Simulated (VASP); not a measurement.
The system is ZnO (zincite).

```
CELL_PARAMETERS angstrom
3.22750 0.00000 0.00000
-1.61375 2.79510 0.00000
0.00000 0.00000 5.17077
ATOMIC_POSITIONS crystal
Zn 0.66667 0.33333 0.00000
Zn 0.33333 0.66667 0.50000
O 0.33333 0.66667 0.87901
O 0.66667 0.33333 0.37901
```

Base run:

| Quantity | Value |
| --- | --- |
| Program | VASP 6.6.1 |
| Functional | PBE exchange alone |
| Potentials or basis | VASP PAW PBE potentials, release 64 (Zn, O) |
| Cutoff | 520 eV |
| k mesh | 9 × 9 × 5 |
| Occupations | fermi-dirac, width 0.05 eV |
| Spin | no spin polarisation |

Its results: band gap on the k mesh 0.95 eV, direct; pressure 25.5 GPa; largest force 0.090 eV/Å.

Problem. The run is repeated on the same cell with these changes: functional from PBE exchange alone to PBE. What comes out?

Solution. Band gap on the k mesh 0.82 eV, direct; pressure 9.2 GPa; largest force 0.081 eV/Å.

